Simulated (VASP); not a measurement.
A run of VASP 6.6.1 is set up as follows.

Contents of INCAR:

```
PREC = Accurate ; ENCUT = 520
EDIFF = 1E-7 ; ISMEAR = -1
SIGMA = 0.1 ; LREAL = F
LASPH = T ; NELM = 100
ALGO = Normal ; ISIF = 2
LWAVE = F ; LCHARG = F
GGA = RE ; NBANDS = 16
```

File KPOINTS:

```
regular mesh
0
Gamma
  27 27 3
```

Contents of POSCAR:

```
C
1.0
    1.7281442389      0.0000000000      0.0000000000
   -0.8640721194      1.4966168123      0.0000000000
    0.0000000000      0.0000000000     18.8064956891
C
4
Direct
    1.0000000000      0.0000000000      0.0000000000
    1.0000000000      0.0000000000      0.5000000000
    0.3333333333      0.6666666667      0.2500000000
    0.6666666667      0.3333333333      0.7500000000
```

Potentials or basis: VASP PAW PBE potentials, release 64 (C).

Launch:

```console
$ cat potpaw_PBE.64/C/POTCAR > POTCAR
$ mpirun -np 1 vasp_std > vasp.out
```

(1) Predict the band gap on the k mesh.

(2) Predict the pressure.

Results:

(1) zero (bands 8 and 9 overlap by 0.95 eV).

(2) 0.7 GPa.

Caveat: the PAW data sets were made with another functional, which shifts forces and pressure a little; this functional lacks dispersion, which binds layers or chains, so the pressure and a relaxed spacing across them are unreliable.
